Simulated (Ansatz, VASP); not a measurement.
## PbO2: VASP beside Ansatz

File POSCAR:

```
PbO2
1.0
    0.0000000000      2.3888286791      2.3888286791
    2.3888286791      0.0000000000      2.3888286791
    2.3888286791      2.3888286791      0.0000000000
Pb O
1 2
Direct
    0.0000000000      0.0000000000      0.0000000000
    0.2500000000      0.2500000000      0.2500000000
    0.7500000000      0.7500000000      0.7500000000
```

Contents of INCAR.step1:

```
SYSTEM = PbO2
  PREC = Accurate
  ENCUT = 600
  ISMEAR = 0
  SIGMA = 0.1
  LREAL = .FALSE.
  LASPH = .TRUE.
  NELM = 80
  GGA = PE
  ALGO = Normal
  EDIFF = 1E-4
  LWAVE = .TRUE.
  LCHARG = .FALSE.
```

INCAR.step2

```
SYSTEM = PbO2
  PREC = Accurate
  ENCUT = 600
  EDIFF = 1E-6
  ISMEAR = 0
  SIGMA = 0.1
  LREAL = .FALSE.
  LASPH = .TRUE.
  NELM = 80
  ALGO = Normal
  ISIF = 3
  LWAVE = .FALSE.
  LCHARG = .FALSE.
  METAGGA = R2SCAN
  LMIXTAU = .TRUE.
  IBRION = 2
  NSW = 80
  EDIFFG = -0.05
  ISTART = 1
```

KPOINTS

```
regular mesh
0
G
  8 8 8
  0 0 0
```

Input for Ansatz:

```yaml
crystal:
  lattice:
    - [0.0, 2.3888286791, 2.3888286791]
    - [2.3888286791, 0.0, 2.3888286791]
    - [2.3888286791, 2.3888286791, 0.0]
  atoms:
    - { symbol: Pb, position: [0.0, 0.0, 0.0] }
    - { symbol: O, position: [0.25, 0.25, 0.25] }
    - { symbol: O, position: [0.75, 0.75, 0.75] }
basis:
  ecutwfc: 500
kpoints:
  mp_grid: { grid: [8, 8, 8] }
hamiltonian:
  xc: r2scan
scf:
  occupations: { method: gaussian, width: 0.1 }
output:
  forces: true
  stress: true
  eigenvalues: true
relax:
  adjacent_minimum: "off"
  f_tol: 0.05
  max_steps: 60
  cell: { stress_tol: 0.5 }
```

Alike in both runs: task relaxation of cell and atoms; functional r2SCAN; k mesh 8 × 8 × 8; occupations gaussian, width 0.1 eV; no spin polarisation.

|  | VASP | Ansatz |
| --- | --- | --- |
| version | VASP 6.6.1 | Ansatz 0.2.0 |
| potentials or method | VASP PAW PBE potentials, release 64 (Pb_d, O), cutoff 600 eV | scalar-relativistic, plane waves, PAW |
| valence electrons in the cell | 26 | 26 |

|  | VASP | Ansatz | Ansatz less VASP |
| --- | --- | --- | --- |
| gap on the k mesh at the Fermi level, each at its own relaxed structure (eV) | none | none | - |
| relaxed volume (Å³/atom) | 12.59 | 12.52 | -0.065 |
| relaxed cell length with the largest relative difference (Å) | 3.766 | 3.759 | -0.0065 |

VASP's potentials were made for PBE, not for r2SCAN. A gap of «none» marks a metal or a gap that the smearing closes.

Neither program's run includes spin-orbit coupling. Noted on VASP's run: the volume moved by over 15 % at a fixed basis, so the end points are rough.
